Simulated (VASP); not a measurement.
# NaAg2I3 (R-3m) in VASP: a series of runs, part 2 of 2

VASP 6.6.1. The steps go on from the part before.

## (4) Single point, PBE

This run uses another cell than the first one, of 53.21 Å³/atom.

INCAR

```
SYSTEM = NaAg2I3
PREC = Accurate ; ENCUT = 520
EDIFF = 1E-6 ; ISMEAR = 0
SIGMA = 0.02 ; LREAL = .False.
LASPH = .True. ; NELM = 100
ALGO = Normal ; ISIF = 2
LWAVE = .False. ; LCHARG = .False.
GGA = PE ; NBANDS = 34
```

KPOINTS

```
regular mesh
0
Gamma
  6 6 6
  0 0 0
```

POSCAR

```
NaAg2I3
1.0
    4.5692189190      2.6380397729      4.4145889946
   -4.5692189190      2.6380397729      4.4145889946
    0.0000000000     -5.2760795457      4.4145889946
Na Ag I
1 2 3
Direct
    0.0000000000      0.0000000000      0.0000000000
    0.7652834450      0.7652834450      0.7652834450
    0.2347165550      0.2347165550      0.2347165550
    0.0000000000      0.5000000000      0.0000000000
    0.5000000000      0.0000000000      0.0000000000
    0.0000000000      0.0000000000      0.5000000000
```

Potentials or basis: VASP PAW PBE potentials, release 64 (Na_pv, Ag, I).

Run with:

```console
> cat potpaw_PBE.64/Na_pv/POTCAR potpaw_PBE.64/Ag/POTCAR potpaw_PBE.64/I/POTCAR > POTCAR
> mpirun -np 1 vasp_std > vasp.out
```

OUTCAR:

```text
SYSTEM = NaAg2I3
   PREC = Accurate
   ENCUT = 520
   EDIFF = 1E-6
   ISMEAR = 0
   LREAL = .False.
   LASPH = .True.
   NELM = 100
   ISIF = 2
   GGA = PE

 ion  position               nearest neighbor table
   1  0.000  0.000  0.000-   2 3.11   3 3.11
   2  0.765  0.765  0.765-   4 2.79   5 2.79   6 2.79   1 3.11
   3  0.235  0.235  0.235-   4 2.79   5 2.79   6 2.79   1 3.11
   4  0.000  0.500  0.000-   2 2.79   3 2.79
   5  0.500  0.000  0.000-   2 2.79   3 2.79
   6  0.000  0.000  0.500-   2 2.79   3 2.79

  LATTYP: Found a trigonal (rhomboedric) cell.
 ALAT       =     6.8793612614
 COS(alpha) =     0.1176971231

  Lattice vectors:

 A1 = (   4.5692189190,   2.6380397729,   4.4145889946)
 A2 = (  -4.5692189190,   2.6380397729,   4.4145889946)
 A3 = (   0.0000000000,  -5.2760795457,   4.4145889946)

Analysis of symmetry for initial positions (statically):
=====================================================================
 Subroutine PRICEL returns:
 Original cell was already a primitive cell.
[... 180 lines left out ...]

 val. band max:       -0.6231977547   @ k =   0.5000   0.5000   0.5000
 cond. band min:       0.6442313672   @ k =   0.0000   0.0000   0.0000
 fundamental gap:      1.2674291219
 Fermi energy:        -0.5403833610

 k-point     1 :       0.0000    0.0000    0.0000
  band No.  band energies     occupation
      1     -24.1118      2.00000
      2     -24.0960      2.00000
      3     -24.0960      2.00000
      4     -12.2178      2.00000
      5     -11.9969      2.00000
      6     -11.9969      2.00000
[... 877 lines left out ...]
     33       5.9636      0.00000
     34       6.2256      0.00000

 [... further k-points ...]

------------------------ aborting loop because EDIFF is reached ----------------------------------------

  FORCE on cell =-STRESS in cart. coord.  units (eV):
  Direction    XX          YY          ZZ          XY          YZ          ZX
  --------------------------------------------------------------------------------------
  -------------------------------------------------------------------------------------
  Total       -0.0685678     -0.0685678     -0.0153484      0.0000000     -0.0000000      0.0000000
  in kB       -0.3440853     -0.3440853     -0.0770210      0.0000000     -0.0000000      0.0000000
  external PRESSURE =      -0.2550639 kB  Pullay stress =       0.0000000 kB

 VOLUME and BASIS-vectors are now :
 -----------------------------------------------------------------------------
  energy-cutoff  :      520.00
  volume of cell :      319.27
      direct lattice vectors                 reciprocal lattice vectors
     4.569218919  2.638039773  4.414588995     0.109427893  0.063178224  0.075507218
    -4.569218919  2.638039773  4.414588995    -0.109427893  0.063178224  0.075507218
     0.000000000 -5.276079546  4.414588995     0.000000000 -0.126356447  0.075507218

 POSITION                                       TOTAL-FORCE (eV/Angst)
 -----------------------------------------------------------------------------------
      0.00000      0.00000      0.00000         0.000000      0.000000     -0.000000
      0.00000      0.00000     10.13524         0.000000      0.000000      0.007441
      0.00000      0.00000      3.10853         0.000000     -0.000000     -0.007441
     -2.28461      1.31902      2.20729        -0.000000      0.000000     -0.000000
      2.28461      1.31902      2.20729         0.000000     -0.000000     -0.000000
      0.00000     -2.63804      2.20729         0.000000      0.000000     -0.000000
 -----------------------------------------------------------------------------------
    total drift:                               -0.000000      0.000000     -0.000000

  FREE ENERGIE OF THE ION-ELECTRON SYSTEM (eV)
  ---------------------------------------------------
  free  energy   TOTEN  =       -13.6487633443 eV

  energy  without entropy=      -13.6487633443  energy(sigma->0) =      -13.64876334
```

OSZICAR:

```text
N       E                     dE             d eps       ncg     rms          rms(c)
DAV:   1     0.314460100558E+03    0.31446E+03   -0.20016E+04  2320   0.120E+03
DAV:   2     0.107107407985E+02   -0.30375E+03   -0.28791E+03  2666   0.243E+02
DAV:   3    -0.135681219559E+02   -0.24279E+02   -0.24082E+02  2620   0.748E+01
DAV:   4    -0.142778138481E+02   -0.70969E+00   -0.70873E+00  2768   0.133E+01
DAV:   5    -0.142932787009E+02   -0.15465E-01   -0.15459E-01  2694   0.208E+00    0.619E+00
DAV:   6    -0.136888645013E+02    0.60441E+00   -0.11914E+00  2380   0.122E+01    0.477E+00
DAV:   7    -0.136500878472E+02    0.38777E-01   -0.91045E-01  2460   0.384E+00    0.275E+00
DAV:   8    -0.136464172043E+02    0.36706E-02   -0.57027E-02  2568   0.164E+00    0.136E+00
DAV:   9    -0.136480757679E+02   -0.16586E-02   -0.12260E-02  2460   0.102E+00    0.302E-01
DAV:  10    -0.136481279480E+02   -0.52180E-04   -0.27126E-03  2282   0.532E-01    0.105E-01
DAV:  11    -0.136490582719E+02   -0.93032E-03   -0.36112E-03  2232   0.384E-01    0.159E-01
DAV:  12    -0.136488036674E+02    0.25460E-03   -0.67808E-04  2326   0.219E-01    0.116E-01
DAV:  13    -0.136487818771E+02    0.21790E-04   -0.15786E-04  2596   0.480E-02    0.438E-02
DAV:  14    -0.136487640314E+02    0.17846E-04   -0.29536E-05  2278   0.486E-02    0.740E-03
DAV:  15    -0.136487633936E+02    0.63775E-06   -0.18699E-05  2462   0.216E-02    0.980E-03
DAV:  16    -0.136487633443E+02    0.49273E-07   -0.10624E-06  1498   0.540E-03
   1 F= -.13648763E+02 E0= -.13648763E+02  d E =-.374644E-11
```

stdout:

```text
POSCAR found type information on POSCAR NaAgI
 POSCAR found :  3 types and       6 ions
 scaLAPACK will be used
 LDA part: xc-table for (Slater+PW92), standard interpolation
 POSCAR, INCAR and KPOINTS ok, starting setup
 FFT: planning ... GRIDC
 FFT: planning ... GRID_SOFT
 FFT: planning ... GRID
 WAVECAR not read
 entering main loop
```

It took 3.4 min on 1 thread of Intel Xeon 6975P-C (Granite Rapids), shared host; peak memory 0.6 GiB.

Results:

| Property | Result |
| --- | --- |
| Free energy | -13.6488 eV |
| Pressure | 0.0 GPa |
| Largest force | 0.007 eV/Å |
| Band gap on the k mesh | 1.27 eV (least direct gap 1.30 eV) |

Forces on the atoms (eV/Å):
```
Na   0.000  0.000  0.000
Ag   0.000  0.000  0.007
Ag   0.000  0.000 -0.007
I    0.000  0.000  0.000
I    0.000  0.000  0.000
I    0.000  0.000  0.000
```

Caveat: spin-orbit coupling is left out, which moves the levels of the heavy elements.

## (5) Summary

| cell | k mesh | smearing | gap on the mesh (eV) | pressure (GPa) | largest force (eV/Å) |
| --- | --- | --- | --- | --- | --- |
| a = 6.596 Å, angles 61.5°, 6 atoms, atomic positions A | 3 × 3 × 3 | gaussian 0.1 eV | none | 0.3 | 0.02 |
| a = 6.879 Å, angles 83.2°, 6 atoms, atomic positions B | 6 × 6 × 6 | gaussian 0.1 eV | 1.27 | 0.0 | 0.01 |
| a = 6.879 Å, angles 83.2°, 6 atoms, atomic positions B | 6 × 6 × 6 | gaussian 0.02 eV | 1.27 | 0.0 | 0.01 |

Alike in all rows: task single point; level PBE; potentials or basis VASP PAW PBE potentials, release 64 (Na_pv, Ag, I); no spin polarisation; cutoff (eV) 520.

Caveats: some runs use coarse meshes; spin-orbit coupling is left out, which moves the levels of the heavy elements.

Total energies depend on the potentials used, so only differences within one code and one set of settings carry meaning.
